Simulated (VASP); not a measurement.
A run of VASP 6.6.1 is set up as follows.

Contents of INCAR:

```
PREC = Accurate
ENCUT = 520
EDIFF = 1E-6
ISMEAR = -1
SIGMA = 0.05
LREAL = False
LASPH = True
NELM = 60
ALGO = Normal
ISIF = 2
LWAVE = False
LCHARG = False
GGA = B5
ALDAX = 1.0
AGGAX = 1.0
AGGAC = 1.0
ALDAC = 0.0
NBANDS = 60
```

KPOINTS

```
regular mesh
0
Gamma
  6 6 6
```

Contents of POSCAR:

```
TiO2
1.0
   -2.9848316104      3.3123710648      3.3128671331
    2.9848316104     -3.3123710648      3.3128671331
    2.9848316104      3.3123710648     -3.3128671331
Ti O
4 8
Direct
    0.0000000000      0.5000000000      0.0000000000
    0.0000000000      0.0000000000      0.5000000000
    0.4985889013      0.2485889013      0.2500000000
    0.5014110987      0.7514110987      0.7500000000
    0.6944496891      0.6947685488      0.5003188597
    0.6944496891      0.1941308294      0.9996811403
    0.8053888176      0.7498458446      0.0555429730
    0.1943028717      0.7498458446      0.4444570270
    0.8056971283      0.2501541554      0.5555429730
    0.3055503109      0.8058691706      0.0003188597
    0.1946111824      0.2501541554      0.9444570270
    0.3055503109      0.3052314512      0.4996811403
```

Potentials or basis: VASP PAW PBE potentials, release 64 (Ti_sv, O).

Command:

```sh
$ cat potpaw_PBE.64/Ti_sv/POTCAR potpaw_PBE.64/O/POTCAR > POTCAR
$ mpirun -np 1 vasp_std > vasp.out
```

(1) What does it give for the band gap on the k mesh?

(2) Predict the pressure.

(3) Predict the largest force.

Answers

(1) 1.79 eV.

(2) 0.9 GPa.

(3) 0.040 eV/Å.

Caveat: the PAW data sets were made with another functional, which shifts forces and pressure a little.
